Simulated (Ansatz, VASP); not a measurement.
# One calculation of TaRu19, two programs

```xyz
20
Lattice="5.4395 0.0000 0.0000 -2.7198 4.7107 0.0000 0.0000 0.0000 20.5940" Properties=species:S:1:pos:R:3 pbc="T T T"
Ru    0.0096    1.5647    6.0444
Ru   -1.3599    3.9367    6.0444
Ru    2.7102    1.5647    6.0444
Ru    1.3599    3.9256    6.0561
Ru    1.3599    0.7851    8.1275
Ru    0.0071    3.1446    8.0985
Ru    4.0796    0.7770    8.0985
Ru    2.7127    3.1446    8.0985
Ru   -0.0124    1.5774   10.2521
Ru   -1.3599    3.9114   10.2521
Ru    2.7321    1.5774   10.2521
Ru    1.3599    3.9256   10.2801
Ru    0.0157    3.1495   12.4837
Ru    4.0796    0.7670   12.4837
Ru    2.7041    3.1495   12.4837
Ru   -0.0111    1.5766   14.5918
Ru   -1.3599    3.9129   14.5918
Ru    2.7308    1.5766   14.5918
Ru    1.3599    3.9256   14.5359
Ta    1.3599    0.7851   12.5293
```

Alike in both runs: functional PBE; k mesh 9 × 9 × 1; occupations methfessel-paxton of order 1, width 0.1 eV; no spin polarisation.

Ansatz relaxed the structure, and its values are those at the end. VASP's run is a single point on that final structure, the one shown.

|  | VASP | Ansatz |
| --- | --- | --- |
| version | VASP 6.6.1 | Ansatz 0.2.0 |
| potentials or method | VASP PAW PBE potentials, release 64 (Ru_pv, Ta_pv), cutoff 400 eV | scalar-relativistic, plane waves, PAW |
| valence electrons in the cell | 277 | 317 |

```tsv
	VASP	Ansatz	Ansatz less VASP
gap on the k mesh at the Fermi level (eV)	none	none	-
rms of the force components (eV/Å)	0.010	0.002	-0.0081
```

A gap of «none» marks a metal or a gap that the smearing closes. The functional is the same, so the differences come from potentials, cutoffs and numerics. VASP's potentials hold 277 valence electrons a cell and Ansatz's 317, so a difference there can come from the potentials and not from the codes. Ansatz's warnings: vacuum density over bound, xc potential rough in thin density.

Neither program's run includes spin-orbit coupling.
